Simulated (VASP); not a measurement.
Write the native input for VASP 6.6.1 that does the following.

```
Task                   : single point
Functional             : PBE
Dispersion             : D3(BJ)
Potentials or basis    : VASP PAW PBE potentials, release 64 (O, H, N)
Cutoff                 : 520 eV
k mesh                 : 1 × 1 × 1
Occupations            : fermi-dirac, width 0.02 eV
Spin                   : no spin polarisation
Dipole correction      : no
Further INCAR settings : LREAL = Auto; ALGO = Normal; EDIFF = 1e-06; NBANDS = 45
```

The structure of H15NO6 lies in POSCAR:

```
H15NO6
1.0
    6.2222230000      0.0000000000      0.0000000000
    0.0000000000      6.2222230000      0.0000000000
    0.0000000000      0.0000000000      6.2222230000
O H N
6 15 1
Direct
    0.1517142668      0.6279909929      0.7568356197
    0.3042803191      0.0642214205      0.7764749029
    0.6857356286      0.2007642606      0.4689481557
    0.2576410392      0.4236267328      0.1841303341
    0.6398356343      0.4805517256      0.8860016750
    0.7472249066      1.0294230856      0.9755677352
    0.2351892563      0.6043981387      0.8883320318
    0.0674196344      0.7486552636      0.8301695391
    0.1750981924      0.0421874947      0.8714409625
    0.3122678181      0.2045249744      0.7171231246
    0.8510463222      0.2366678276      0.5243945773
    0.6423267054      0.0671624916      0.5602017157
    0.3649017401      0.4068963777      0.2901053209
    0.1377964113      0.3069160331      0.2056821171
    0.6677356308      0.4240124470      0.7495874063
    0.5418481466      0.3548249556      0.9217605991
    0.7892195442      0.8915141743      1.0600391532
    0.6466338477      1.0826355790      1.0711123661
    1.0254855861      0.8338177529      0.5756302852
    0.9336855976      0.6658713453      0.4180660192
    0.7641802616      0.7624766904      0.6180106370
    0.8858088178      0.8023659711      0.4936338669
```

One way to write it, as run:

INCAR

```
  PREC = Accurate
  ENCUT = 520
  EDIFF = 1E-6
  ISMEAR = -1
  SIGMA = 0.02
  LREAL = Auto
  LASPH = T
  NELM = 100
  ALGO = Normal
  ISIF = 2
  LWAVE = F
  LCHARG = T
  GGA = PE
  IVDW = 12
  LELF = T
  LVHAR = T
  NBANDS = 45
```

KPOINTS

```
Automatic mesh
0
Gamma
  1 1 1
```

Potentials or basis: VASP PAW PBE potentials, release 64 (O, H, N).

Run with:

```console
$ cat potpaw_PBE.64/O/POTCAR potpaw_PBE.64/H/POTCAR potpaw_PBE.64/N/POTCAR > POTCAR
$ mpirun -np 1 vasp_gam > vasp.out
```

It gave:

The pressure is -1.9 GPa. The largest force is 4.682 eV/Å. The band gap on the k mesh is 2.76 eV and the dispersion energy per atom is -0.031 eV.

Caveat: the k points lie up to 1.01 Å⁻¹ apart.

Run time: 32 s on 1 thread of Intel Xeon 6975P-C, on a shared host, peak memory 0.33 GiB.
